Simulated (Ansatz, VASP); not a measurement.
Given: the input of a run of VASP 6.6.1 on Pb.

Contents of INCAR:

```
PREC = Accurate
ENCUT = 600
EDIFF = 1E-6
ISMEAR = -1
SIGMA = 0.05
LREAL = False
LASPH = True
NELM = 80
ALGO = Fast
ISIF = 3
LWAVE = False
LCHARG = False
GGA = PS
IBRION = 2
NSW = 60
EDIFFG = -0.01
```

The input KPOINTS:

```
regular mesh
0
Gamma
  9 9 3
```

File POSCAR:

```
Pb
1.0
    3.5243661423      0.0000000000      0.0000000000
   -1.7621830712      3.0521906115      0.0000000000
    0.0000000000      0.0000000000     11.4952418100
Pb
4
Direct
    0.6666666667      0.3333333333      0.7500000000
    0.0000000000      0.0000000000      0.5000000000
    0.3333333333      0.6666666667      0.2500000000
    0.0000000000      0.0000000000      0.0000000000
```

Potentials or basis: VASP PAW PBE potentials, release 64 (Pb_d).

Run with:

```sh
$ cat potpaw_PBE.64/Pb_d/POTCAR > POTCAR
$ mpirun -np 1 vasp_std > vasp.out
```

**Question.** Translate it to Ansatz 0.2.0. Potentials there: Ansatz PAW.

**Answer.** As run (the cutoff follows the program's own potentials):

input.yaml

```yaml
crystal:
  lattice:
    - [3.5243661423, 0.0, 0.0]
    - [-1.7621830712, 3.0521906115, 0.0]
    - [0.0, 0.0, 11.49524181]
  atoms:
    - { symbol: Pb, position: [0.6666666667, 0.3333333333, 0.75] }
    - { symbol: Pb, position: [0.0, 0.0, 0.5] }
    - { symbol: Pb, position: [0.3333333333, 0.6666666667, 0.25] }
    - { symbol: Pb, position: [0.0, 0.0, 0.0] }
hamiltonian:
  xc: pbesol
  pseudopotentials: { kind: paw }
kpoints:
  mp_grid: { grid: [9, 9, 3] }
scf:
  occupations: { method: fermi_dirac, width: 0.05 }
output:
  forces: true
  stress: true
  eigenvalues: true
relax:
  f_tol: 0.01
  max_steps: 40
  cell: { stress_tol: 0.05 }
```

Potentials or basis: Ansatz PAW.

The run is started by

```console
$ ansatz run input.yaml --threads 2 --pin off --max-ram 5632MiB --backend cpu --events-out ev --progress --plain --runs-dir out
```

Both were run:

|  | VASP | Ansatz | Ansatz less VASP |
| --- | --- | --- | --- |
| gap on the k mesh at the Fermi level, each at its own relaxed structure (eV) | none | none | - |
| relaxed volume (Å³/atom) | 29.88 | 29.89 | +0.015 |
| relaxed cell length with the largest relative difference (Å) | 3.477 | 3.478 | +0.0012 |

VASP's potentials were made for PBE, not for PBEsol. A gap of «none» marks a metal or a gap that the smearing closes.

Spin-orbit coupling is off throughout. Noted on Ansatz's run: the plane-wave basis is chosen anew once the cell has moved, so the energies of steps on either side of that aren't comparable.
